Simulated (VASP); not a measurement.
# YNi4Au (F-43m) in VASP: single point with PBEsol

Aim: the single point of YNi4Au with PBEsol.

Everything below comes from runs of VASP 6.6.1. Logs are shortened: lines on timing, memory, paths and dates and some standing lists are left out, and cuts for length are marked.

### 1 The cell of the first run

It takes space group F-43m (No. 216, cubic). Conventional cell: a = 6.871 Å, b = 6.871 Å, c = 6.871 Å, α = 90.00°, β = 90.00°, γ = 90.00°. Within 3.8 Å of Au (site symmetry -43m) lie 12 Ni at 2.85 Å and 4 Y at 2.98 Å. Within 3.8 Å of Y (site symmetry -43m) lie 12 Ni at 2.85 Å and 4 Au at 2.98 Å. Ni (site symmetry 3m) has 6 Ni at 2.42 to 2.44 Å and 3 Au at 2.85 Å and 3 Y at 2.85 Å within 3.2 Å.

### 2 Single point, PBEsol

INCAR reads:

```
SYSTEM = YNi4Au
  PREC = Accurate
  ENCUT = 520
  EDIFF = 1E-6
  ISMEAR = 0
  SIGMA = 0.05
  LREAL = .FALSE.
  LASPH = .TRUE.
  NELM = 80
  ALGO = Normal
  ISIF = 2
  LWAVE = .FALSE.
  LCHARG = .FALSE.
  GGA = PS
  NBANDS = 40
```

KPOINTS reads:

```
Automatic mesh
0
G
  8 8 8
  0 0 0
```

POSCAR reads:

```
YNi4Au
1.0
    0.0000000000      3.4356570712      3.4356570712
    3.4356570712      0.0000000000      3.4356570712
    3.4356570712      3.4356570712      0.0000000000
Au Y Ni
1 1 4
Direct
    0.2500000000      0.2500000000      0.2500000000
    0.0000000000      0.0000000000      0.0000000000
    0.6242662139      0.1272013582      0.6242662139
    0.6242662139      0.6242662139      0.1272013582
    0.6242662139      0.6242662139      0.6242662139
    0.1272013582      0.6242662139      0.6242662139
```

Potentials or basis: VASP PAW PBE potentials, release 64 (Au, Y_sv, Ni).

Command:

```
$ cat potpaw_PBE.64/Au/POTCAR potpaw_PBE.64/Y_sv/POTCAR potpaw_PBE.64/Ni/POTCAR > POTCAR
$ mpirun -np 1 vasp_std > vasp.out
```

OUTCAR:

```text
SYSTEM = YNi4Au
   PREC = Accurate
   ENCUT = 520
   EDIFF = 1E-6
   ISMEAR = 0
   LREAL = .FALSE.
   LASPH = .TRUE.
   NELM = 80
   ISIF = 2
   GGA = PS

 ion  position               nearest neighbor table
   1  0.250  0.250  0.250-   3 2.85   4 2.85   6 2.85   5 2.85   5 2.85   5 2.85   4 2.85   3 2.85
                             6 2.85   3 2.85   4 2.85   6 2.85   2 2.98   2 2.98   2 2.98   2 2.98
   2  0.000  0.000  0.000-   3 2.85   4 2.85   4 2.85   6 2.85   3 2.85   6 2.85   5 2.85   5 2.85
                             5 2.85   3 2.85   4 2.85   6 2.85   1 2.98   1 2.98   1 2.98   1 2.98
   3  0.624  0.127  0.624-   4 2.42   5 2.42   6 2.42   6 2.44   4 2.44   5 2.44   1 2.85   1 2.85
                             1 2.85   2 2.85   2 2.85   2 2.85
   4  0.624  0.624  0.127-   3 2.42   5 2.42   6 2.42   3 2.44   6 2.44   5 2.44   1 2.85   1 2.85
                             1 2.85   2 2.85   2 2.85   2 2.85
   5  0.624  0.624  0.624-   3 2.42   4 2.42   6 2.42   6 2.44   3 2.44   4 2.44   1 2.85   1 2.85
                             1 2.85   2 2.85   2 2.85   2 2.85
   6  0.127  0.624  0.624-   3 2.42   4 2.42   5 2.42   3 2.44   4 2.44   5 2.44   1 2.85   1 2.85
                             1 2.85   2 2.85   2 2.85   2 2.85

  LATTYP: Found a face centered cubic cell.
 ALAT       =     6.8713141424

  Lattice vectors:

 A1 = (   0.0000000000,   3.4356570712,   3.4356570712)
 A2 = (   3.4356570712,   0.0000000000,   3.4356570712)
 A3 = (   3.4356570712,   3.4356570712,   0.0000000000)

Analysis of symmetry for initial positions (statically):
=====================================================================
 Subroutine PRICEL returns:
 Original cell was already a primitive cell.

 Routine SETGRP: Setting up the symmetry group for a
 face centered cubic supercell.

 Subroutine GETGRP returns: Found 24 space group operations
 (whereof 24 operations were pure point group operations)
 out of a pool of 48 trial point group operations.

The static configuration has the point symmetry T_d .

Analysis of symmetry for dynamics (positions and initial velocities):
=====================================================================
 Subroutine PRICEL returns:
 Original cell was already a primitive cell.

 Routine SETGRP: Setting up the symmetry group for a
 face centered cubic supercell.

 Subroutine GETGRP returns: Found 24 space group operations
 (whereof 24 operations were pure point group operations)
 out of a pool of 48 trial point group operations.

The dynamic configuration has the point symmetry T_d .

[... 105 lines left out ...]
   NELM   =     80;   NELMIN=  2; NELMDL= -5     # of ELM steps
   EDIFF  = 0.1E-05   stopping-criterion for ELM
   LREAL  =      F    real-space projection
   EDIFFG = 0.1E-04   stopping-criterion for IOM
   NSW    =      0    number of steps for IOM
   IBRION =     -1    ionic relax: 0-MD 1-quasi-New 2-CG
   NFREE  =      0    steps in history (QN), initial steepest desc. (CG)
   ISIF   =      2    stress and relaxation
   ISYM   =      2    0-nonsym 1-usesym 2-fastsym
   POTIM  = 0.5000    time-step for ionic-motion
   TEBEG  =    0.0;   TEEND  =   0.0 temperature during run
   PSTRESS=    0.0 pullay stress
   NELECT =      62.0000    total number of electrons
   NUPDOWN=      -1.0000    fix difference up-down
   EMIN   =  10.00;   EMAX   =-10.00  energy-range for DOS
   EFERMI =   0.00;   METHOD = LEGACY
   ISMEAR =     0;   SIGMA  =   0.05  broadening in eV -4-tet -1-fermi 0-gaus
   EFERMI_NEDOS =   21; number of points for ismear=-14 and -15
   IALGO  =     38    algorithm
   IMIX   =      4    mixing-type and parameters
     AMIX     =   0.40;   BMIX     =  1.00
     AMIX_MAG =   1.60;   BMIX_MAG =  1.00
  volume/ion in A,a.u.               =      13.52        91.22
  Fermi-wavevector in a.u.,A,eV,Ry     =   1.496875  2.828684 30.485694  2.240635
  Thomas-Fermi vector in A             =   2.608835
   LORBIT       =      0    0 simple, 1 ext, 2 COOP (PROOUT), +10 PAW based schemes
   GGA     = PS    functional components
   LHFCALC =     F    Hartree Fock is set to
   AEXX    =    0.0000 exact exchange contribution
   IVDW    =     0    specifies the selected vdW correction
   LEPSILON=     F    determine dielectric tensor
   LRPA    =     F    only Hartree local field effects (RPA)
 non-spin polarized calculation
 Gauss-broadening in eV      SIGMA  =   0.05
  energy-cutoff  :      520.00
  volume of cell :       81.11
 maximum number of plane-waves:      2204
   NGX = 19   NGY = 19   NGZ = 19

 number of electron      61.9999965 magnetization

 Free energy of the ion-electron system (eV)
  ---------------------------------------------------
  ext. energy  EPLUGINS =         0.00000000
  ---------------------------------------------------
  free energy    TOTEN  =       -37.66861765 eV

  energy without entropy =      -37.66030707  energy(sigma->0) =      -37.66446236

 E-fermi :   7.9717     XC(G=0): -12.8443

 val. band max:        7.9492684352   @ k =  -0.2500   0.3750   0.1250
 cond. band min:       7.9837007005   @ k =  -0.2500   0.2500   0.0000
 fundamental gap:      0.0344322653
 Fermi energy:         7.9717058950

 k-point     1 :       0.0000    0.0000    0.0000
  band No.  band energies     occupation
      1     -33.1290      2.00000
      2     -13.3116      2.00000
      3     -13.3116      2.00000
      4     -13.3116      2.00000
      5      -0.2719      2.00000
      6       3.2852      2.00000
[... 1021 lines left out ...]
     39      12.7550      0.00000
     40      16.2290      0.00000

 [... further k-points ...]
[... 5 lines left out ...]
  --------------------------------------------------------------------------------------
  -------------------------------------------------------------------------------------
  Total       -0.0765405     -0.0765405     -0.0765405      0.0000000      0.0000000     -0.0000000
  in kB       -1.5119670     -1.5119670     -1.5119670      0.0000000      0.0000000     -0.0000000
  external PRESSURE =      -1.5119670 kB  Pullay stress =       0.0000000 kB

 VOLUME and BASIS-vectors are now :
 -----------------------------------------------------------------------------
  energy-cutoff  :      520.00
  volume of cell :       81.11
      direct lattice vectors                 reciprocal lattice vectors
     0.000000000  3.435657071  3.435657071    -0.145532569  0.145532569  0.145532569
     3.435657071  0.000000000  3.435657071     0.145532569 -0.145532569  0.145532569
     3.435657071  3.435657071  0.000000000     0.145532569  0.145532569 -0.145532569

 POSITION                                       TOTAL-FORCE (eV/Angst)
 -----------------------------------------------------------------------------------
      1.71783      1.71783      1.71783        -0.000000     -0.000000     -0.000000
      0.00000      0.00000      0.00000         0.000000     -0.000000      0.000000
      2.58178      4.28953      2.58178        -0.004478      0.004478     -0.004478
      2.58178      2.58178      4.28953        -0.004478     -0.004478      0.004478
      4.28953      4.28953      4.28953         0.004478      0.004478      0.004478
      4.28953      2.58178      2.58178         0.004478     -0.004478     -0.004478
 -----------------------------------------------------------------------------------
    total drift:                                0.000001      0.000001      0.000002

  FREE ENERGIE OF THE ION-ELECTRON SYSTEM (eV)
  ---------------------------------------------------
  free  energy   TOTEN  =       -37.6686176474 eV

  energy  without entropy=      -37.6603070658  energy(sigma->0) =      -37.66446236
```

OSZICAR:

```text
N       E                     dE             d eps       ncg     rms          rms(c)
DAV:   1     0.493038221104E+03    0.49304E+03   -0.28481E+04  2320   0.201E+03
DAV:   2     0.197619216749E+01   -0.49106E+03   -0.46458E+03  2328   0.436E+02
DAV:   3    -0.415181144671E+02   -0.43494E+02   -0.40092E+02  2736   0.145E+02
DAV:   4    -0.433328555181E+02   -0.18147E+01   -0.18075E+01  3368   0.253E+01
DAV:   5    -0.433748601004E+02   -0.42005E-01   -0.41981E-01  3112   0.334E+00    0.594E+01
DAV:   6    -0.463608627932E+02   -0.29860E+01   -0.69103E+01  2632   0.107E+02    0.279E+01
DAV:   7    -0.395228520769E+02    0.68380E+01   -0.73222E+01  2816   0.124E+02    0.261E+01
DAV:   8    -0.378008496598E+02    0.17220E+01   -0.49432E+00  3048   0.265E+01    0.128E+01
DAV:   9    -0.376822704448E+02    0.11858E+00   -0.71551E-01  3552   0.792E+00    0.538E+00
DAV:  10    -0.376874167237E+02   -0.51463E-02   -0.19274E-01  3032   0.430E+00    0.316E+00
DAV:  11    -0.376715206098E+02    0.15896E-01   -0.33118E-02  3120   0.259E+00    0.776E-01
DAV:  12    -0.376686256887E+02    0.28949E-02   -0.12061E-02  2680   0.830E-01    0.338E-01
DAV:  13    -0.376687587762E+02   -0.13309E-03   -0.18076E-03  2712   0.294E-01    0.189E-01
DAV:  14    -0.376686255104E+02    0.13327E-03   -0.63251E-04  3328   0.237E-01    0.157E-01
DAV:  15    -0.376686250696E+02    0.44087E-06   -0.11805E-04  2856   0.711E-02    0.741E-02
DAV:  16    -0.376686180399E+02    0.70297E-05   -0.29014E-05  3096   0.553E-02    0.395E-02
DAV:  17    -0.376686176474E+02    0.39246E-06   -0.33407E-06  2280   0.181E-02
   1 F= -.37668618E+02 E0= -.37664462E+02  d E =-.831058E-02
```

stdout:

```text
POSCAR found type information on POSCAR AuY Ni
 POSCAR found :  3 types and       6 ions
 scaLAPACK will be used
 -----------------------------------------------------------------------------
|                                                                             |
|                                                                             |
|     You enforced a specific xc type in the INCAR file but a different       |
|     I HOPE YOU KNOW WHAT YOU ARE DOING!                                     |
|                                                                             |
 -----------------------------------------------------------------------------

 LDA part: xc-table for (Slater+PW92), standard interpolation
 POSCAR, INCAR and KPOINTS ok, starting setup
 FFT: planning ... GRIDC
 FFT: planning ... GRID_SOFT
 FFT: planning ... GRID
 WAVECAR not read
 entering main loop
```

Run time: 1.8 min. Hardware: 1 thread of Intel Xeon Platinum 8259CL at 2.50GHz (Skylake/Cascade Lake), shared host; peak memory 0.27 GiB.

What came out:

```
Free energy            : -37.6686 eV
Pressure               : -0.2 GPa
Largest force          : 0.008 eV/Å
Band gap on the k mesh : zero (band 31 reaches 8.55 eV, above the bottom of band 32 at 7.87 eV)
```

Forces on the atoms (eV/Å):
```
Au   0.000  0.000  0.000
Y    0.000  0.000  0.000
Ni  -0.004  0.004 -0.004
Ni  -0.004 -0.004  0.004
Ni   0.004  0.004  0.004
Ni   0.004 -0.004 -0.004
```

Caveat: the PAW data sets were made with another functional, which shifts forces and pressure a little; spin-orbit coupling is left out, which moves the levels of the heavy elements. Spin polarisation is off, so any magnetic state and its effect on volume and gap are missing.
